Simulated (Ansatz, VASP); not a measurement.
## One calculation of Cu3N, two programs

```
Cu N
1.0
     3.82729    0.00000    0.00000
     0.00000    3.82729    0.00000
     0.00000    0.00000    3.82729
Cu N
3 1
Direct
  0.50000 0.00000 0.00000
  0.00000 0.50000 0.00000
  0.00000 0.00000 0.50000
  0.00000 0.00000 0.00000
```

Alike in both runs: functional PBE; k mesh 10 × 10 × 10; occupations gaussian, width 0.01 eV; no spin polarisation.

Ansatz relaxed the structure, and its values are those at the end. VASP's run is a single point on that final structure, the one shown.

|  | VASP | Ansatz |
| --- | --- | --- |
| version | VASP 6.6.1 | Ansatz 0.2.0 |
| potentials or method | VASP PAW PBE potentials, release 64 (Cu, N), cutoff 600 eV | scalar-relativistic, plane waves, PAW |
| valence electrons in the cell | 38 | 62 |

Ansatz gave:

* gap on the k mesh at the Fermi level (eV): 0.22
* least direct gap on the mesh (eV): 0.75
* pressure (GPa): 0.0

Problem. What did VASP give for the same quantities?

Solution. gap on the k mesh at the Fermi level (eV): 0.25; least direct gap on the mesh (eV): 0.79; pressure (GPa): 0.8.

VASP's potentials hold 38 valence electrons a cell and Ansatz's 62, so a difference there can come from the potentials and not from the codes.
